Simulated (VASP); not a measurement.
# FeSi (P2_13) in VASP: a series of runs, part 2 of 2

VASP 6.6.1. The steps go on from the part before.

## (5) Relaxation of cell and atoms, PBE

Contents of INCAR:

```
PREC = Accurate
ENCUT = 600
EDIFF = 1E-6
ISMEAR = 0
SIGMA = 0.01
LREAL = False
LASPH = True
NELM = 80
ALGO = Normal
ISIF = 3
LWAVE = False
LCHARG = False
GGA = PE
IBRION = 2
NSW = 100
EDIFFG = -0.01
```

Contents of KPOINTS:

```
regular mesh
0
Gamma
  8 8 8
```

Contents of POSCAR:

```
FeSi
1.0
    4.4670000100      0.0000000000      0.0000000000
    0.0000000000      4.4670000100      0.0000000000
    0.0000000000      0.0000000000      4.4670000100
Fe Si
4 4
Direct
    0.1340000000      0.1340000000      0.1340000000
    0.3660000000      0.8660000000      0.6340000000
    0.6340000000      0.3660000000      0.8660000000
    0.8660000000      0.6340000000      0.3660000000
    0.8445000100      0.8445000100      0.8445000100
    0.6554999900      0.1554999900      0.3445000100
    0.3445000100      0.6554999900      0.1554999900
    0.1554999900      0.3445000100      0.6554999900
```

Potentials or basis: VASP PAW PBE potentials, release 64 (Fe, Si).

On the command line:

```bash
$ cat potpaw_PBE.64/Fe/POTCAR potpaw_PBE.64/Si/POTCAR > POTCAR
$ mpirun -np 1 vasp_std > vasp.out
```

OUTCAR:

```text
PREC = Accurate
   ENCUT = 600
   EDIFF = 1E-6
   ISMEAR = 0
   LREAL = False
   LASPH = True
   NELM = 80
   ISIF = 3
   GGA = PE
   IBRION = 2
   NSW = 100
   EDIFFG = -0.01

 ion  position               nearest neighbor table
   1  0.134  0.134  0.134-   5 2.24   6 2.34   7 2.34   8 2.34   7 2.51   8 2.51   6 2.51   3 2.74
                             4 2.74   2 2.74   2 2.74   4 2.74   3 2.74
   2  0.366  0.866  0.634-   6 2.24   5 2.34   7 2.34   8 2.34   7 2.51   8 2.51   5 2.51   1 2.74
                             1 2.74   3 2.74   3 2.74   4 2.74   4 2.74
   3  0.634  0.366  0.866-   7 2.24   6 2.34   5 2.34   8 2.34   8 2.51   6 2.51   5 2.51   1 2.74
                             4 2.74   2 2.74   2 2.74   4 2.74   1 2.74
   4  0.866  0.634  0.366-   8 2.24   6 2.34   7 2.34   5 2.34   6 2.51   5 2.51   7 2.51   1 2.74
                             3 2.74   2 2.74   1 2.74   2 2.74   3 2.74
   5  0.845  0.845  0.845-   1 2.24   2 2.34   3 2.34   4 2.34   3 2.51   4 2.51   2 2.51   6 2.76
                             7 2.76   8 2.76   6 2.76   8 2.76   7 2.76
   6  0.655  0.155  0.345-   2 2.24   1 2.34   3 2.34   4 2.34   3 2.51   4 2.51   1 2.51   8 2.76
                             5 2.76   5 2.76   7 2.76   7 2.76   8 2.76
   7  0.345  0.655  0.155-   3 2.24   2 2.34   1 2.34   4 2.34   4 2.51   2 2.51   1 2.51   8 2.76
                             5 2.76   8 2.76   6 2.76   6 2.76   5 2.76
   8  0.155  0.345  0.655-   4 2.24   2 2.34   3 2.34   1 2.34   2 2.51   1 2.51   3 2.51   7 2.76
                             5 2.76   7 2.76   5 2.76   6 2.76   6 2.76

  LATTYP: Found a simple cubic cell.
 ALAT       =     4.4670000100

  Lattice vectors:

 A1 = (   4.4670000100,   0.0000000000,   0.0000000000)
 A2 = (   0.0000000000,   4.4670000100,   0.0000000000)
 A3 = (   0.0000000000,   0.0000000000,   4.4670000100)

Analysis of symmetry for initial positions (statically):
=====================================================================
 Subroutine PRICEL returns:
 Original cell was already a primitive cell.

 Routine SETGRP: Setting up the symmetry group for a
 simple cubic supercell.

 Subroutine GETGRP returns: Found 12 space group operations
 (whereof  3 operations were pure point group operations)
 out of a pool of 48 trial point group operations.

The static configuration has the point symmetry C_3 .
 The point group associated with its full space group is T   .

Analysis of symmetry for dynamics (positions and initial velocities):
=====================================================================
 Subroutine PRICEL returns:
 Original cell was already a primitive cell.

 Routine SETGRP: Setting up the symmetry group for a
 simple cubic supercell.

 Subroutine GETGRP returns: Found 12 space group operations
 (whereof  3 operations were pure point group operations)
 out of a pool of 48 trial point group operations.

The dynamic configuration has the point symmetry C_3 .
 The point group associated with its full space group is T   .

 Subroutine INISYM returns: Found 12 space group operations
 (whereof  3 operations are pure point group operations),
 and found     1 'primitive' translations

----------------------------------------------------------------------------------------

                                     Primitive cell

  volume of cell :      89.1349

  direct lattice vectors                    reciprocal lattice vectors
[... 78 lines left out ...]
  0.250000  0.125000  0.125000     24.000000
  0.375000  0.125000  0.125000     24.000000
 [... further k-points ...]
   k-points           NKPTS =     45   k-points in BZ     NKDIM =     45   number of bands    NBANDS=     29
   number of dos      NEDOS =    301   number of ions     NIONS =      8
   total plane-waves  NPLWV =  46656
   dimension x,y,z NGX =    36 NGY =   36 NGZ =   36
   dimension x,y,z NGXF=    72 NGYF=   72 NGZF=   72
   ions per type =               4   4
   NGX,Y,Z   is equivalent  to a cutoff of  13.40, 13.40, 13.40 a.u.
   NGXF,Y,Z  is equivalent  to a cutoff of  26.80, 26.80, 26.80 a.u.
 SYSTEM =  unknown system
   PREC   = accura    normal or accurate (medium, high low for compatibility)
   ISTART =      0    job   : 0-new  1-cont  2-samecut
   ICHARG =      2    charge: 1-file 2-atom 10-const
   ISPIN  =      1    spin polarized calculation?
   LNONCOLLINEAR =      F non collinear calculations
   LSORBIT =      F    spin-orbit coupling
   LASPH  =      T    aspherical Exc in radial PAW
   ENCUT  =  600.0 eV  44.10 Ry    6.64 a.u.   8.92  8.92  8.92*2*pi/ulx,y,z
   NELM   =     80;   NELMIN=  2; NELMDL= -5     # of ELM steps
   EDIFF  = 0.1E-05   stopping-criterion for ELM
   LREAL  =      F    real-space projection
   EDIFFG = -.1E-01   stopping-criterion for IOM
   NSW    =    100    number of steps for IOM
   IBRION =      2    ionic relax: 0-MD 1-quasi-New 2-CG
   NFREE  =      1    steps in history (QN), initial steepest desc. (CG)
   ISIF   =      3    stress and relaxation
   ISYM   =      2    0-nonsym 1-usesym 2-fastsym
   POTIM  = 0.5000    time-step for ionic-motion
   TEBEG  =    0.0;   TEEND  =   0.0 temperature during run
   PSTRESS=    0.0 pullay stress
   NELECT =      48.0000    total number of electrons
   NUPDOWN=      -1.0000    fix difference up-down
   EMIN   =  10.00;   EMAX   =-10.00  energy-range for DOS
   EFERMI =   0.00;   METHOD = LEGACY
   ISMEAR =     0;   SIGMA  =   0.01  broadening in eV -4-tet -1-fermi 0-gaus
   EFERMI_NEDOS =   21; number of points for ismear=-14 and -15
   IALGO  =     38    algorithm
   IMIX   =      4    mixing-type and parameters
     AMIX     =   0.40;   BMIX     =  1.00
     AMIX_MAG =   1.60;   BMIX_MAG =  1.00
  volume/ion in A,a.u.               =      11.14        75.19
  Fermi-wavevector in a.u.,A,eV,Ry     =   1.331903  2.516932 24.136270  1.773966
  Thomas-Fermi vector in A             =   2.460879
   LORBIT       =      0    0 simple, 1 ext, 2 COOP (PROOUT), +10 PAW based schemes
   GGA     = PE    functional components
   LHFCALC =     F    Hartree Fock is set to
   AEXX    =    0.0000 exact exchange contribution
   IVDW    =     0    specifies the selected vdW correction
   LEPSILON=     F    determine dielectric tensor
   LRPA    =     F    only Hartree local field effects (RPA)
 conjugate gradient relaxation of ions
 non-spin polarized calculation
 Gauss-broadening in eV      SIGMA  =   0.01
  energy-cutoff  :      600.00
  volume of cell :       89.13
 maximum number of plane-waves:      3016
   NGX = 17   NGY = 17   NGZ = 17

--------------------------------------- Ionic step        1  -------------------------------------------

 number of electron      47.9999980 magnetization

 Free energy of the ion-electron system (eV)
  ---------------------------------------------------
  ext. energy  EPLUGINS =         0.00000000
  ---------------------------------------------------
  free energy    TOTEN  =       -58.73234880 eV

  energy without entropy =      -58.73234880  energy(sigma->0) =      -58.73234880

------------------------ aborting loop because EDIFF is reached ----------------------------------------

  FORCE on cell =-STRESS in cart. coord.  units (eV):
  Direction    XX          YY          ZZ          XY          YZ          ZX
  --------------------------------------------------------------------------------------
  -------------------------------------------------------------------------------------
  Total       -1.4066473     -1.4066473     -1.4066473     -0.0000000      0.0000000      0.0000000
  in kB      -25.2841253    -25.2841253    -25.2841253     -0.0000000      0.0000000      0.0000000
  external PRESSURE =     -25.2841253 kB  Pullay stress =       0.0000000 kB
[... 281 lines left out ...]
--------------------------------------- Ionic step        8  -------------------------------------------

 number of electron      48.0000017 magnetization

 Free energy of the ion-electron system (eV)
  ---------------------------------------------------
  ext. energy  EPLUGINS =         0.00000000
  ---------------------------------------------------
  free energy    TOTEN  =       -58.78146064 eV

  energy without entropy =      -58.78146064  energy(sigma->0) =      -58.78146064

 E-fermi :   9.8174     XC(G=0): -12.7995

 val. band max:        9.7233526277   @ k =  -0.1250   0.3750   0.0000
 cond. band min:       9.8832553411   @ k =   0.2500   0.2500   0.0000
 fundamental gap:      0.1599027133
 Fermi energy:         9.8174063854

 k-point     1 :       0.0000    0.0000    0.0000
  band No.  band energies     occupation
      1      -3.5187      2.00000
      2       1.8367      2.00000
      3       1.8367      2.00000
      4       1.8367      2.00000
      5       4.6734      2.00000
      6       4.6734      2.00000
[... 757 lines left out ...]
     28      11.8635      0.00000
     29      12.1600      0.00000

 [... further k-points ...]
[... 5 lines left out ...]
  --------------------------------------------------------------------------------------
  -------------------------------------------------------------------------------------
  Total        0.0434293      0.0434293      0.0434293     -0.0000000     -0.0000000      0.0000000
  in kB        0.7907162      0.7907162      0.7907162     -0.0000000     -0.0000000      0.0000000
  external PRESSURE =       0.7907162 kB  Pullay stress =       0.0000000 kB
[... 23 lines left out ...]
  FREE ENERGIE OF THE ION-ELECTRON SYSTEM (eV)
  ---------------------------------------------------
  free  energy   TOTEN  =       -58.7814606439 eV

  energy  without entropy=      -58.7814606439  energy(sigma->0) =      -58.78146064

 reached required accuracy - stopping structural energy minimisation
```

Wall time 4.9 min (1 thread of Intel Xeon 6975P-C (Granite Rapids), shared host); peak memory 0.28 GiB.

Results:

```yaml
Free_energy: -58.7815 eV
Relaxed_volume: 11.00 Å³/atom
Relaxed_cell: a = 4.448 Å, b = 4.448 Å, c = 4.448 Å, α = 90.00°, β = 90.00°, γ = 90.00°
Space_group_after_relaxing_to_0.1_Å: P2_13 (No. 198)
Energy_gained_by_relaxing: 6.1 meV/atom
Ionic_steps: 8
Pressure_after_relaxing: 0.1 GPa
Largest_force_after_relaxing: 0.005 eV/Å
Band_gap_on_the_k_mesh: 0.16 eV (least direct gap 0.17 eV)
```

Forces on the atoms (eV/Å):
```
Fe   0.003  0.003  0.003
Fe  -0.003 -0.003  0.003
Fe   0.003 -0.003 -0.003
Fe  -0.003  0.003 -0.003
Si  -0.001 -0.001 -0.001
Si   0.001  0.001 -0.001
Si  -0.001  0.001  0.001
Si   0.001 -0.001  0.001
```

The path:
| step | energy change (eV) | largest force (eV/Å) | pressure (GPa) | volume (Å³) |
| --- | --- | --- | --- | --- |
| 1 | 0.0000 | 0.5425 | -2.53 | 89.13 |
| 2 | -0.0361 | 0.1375 | 3.22 | 86.89 |
| 3 | -0.0402 | 0.1627 | 1.76 | 87.42 |
| 4 | -0.0475 | 0.0727 | -0.78 | 88.33 |
| 5 | -0.0490 | 0.0183 | -0.09 | 88.06 |
| 6 | -0.0490 | 0.0210 | -0.02 | 88.05 |
| 7 | -0.0491 | 0.0131 | 0.04 | 88.02 |
| 8 | -0.0491 | 0.0051 | 0.08 | 88.00 |

Final structure:
```cif
data_structure
_symmetry_space_group_name_H-M 'P 1'
_symmetry_Int_Tables_number 1
_cell_length_a 4.4479
_cell_length_b 4.4479
_cell_length_c 4.4479
_cell_angle_alpha 90.000
_cell_angle_beta 90.000
_cell_angle_gamma 90.000
_cell_volume 88.00
loop_
_atom_site_label
_atom_site_type_symbol
_atom_site_fract_x
_atom_site_fract_y
_atom_site_fract_z
_atom_site_occupancy
Fe1 Fe 0.13633 0.13633 0.13633 1
Fe2 Fe 0.36367 0.86367 0.63633 1
Fe3 Fe 0.63633 0.36367 0.86367 1
Fe4 Fe 0.86367 0.63633 0.36367 1
Si1 Si 0.84078 0.84078 0.84078 1
Si2 Si 0.65922 0.15922 0.34078 1
Si3 Si 0.34078 0.65922 0.15922 1
Si4 Si 0.15922 0.34078 0.65922 1
```
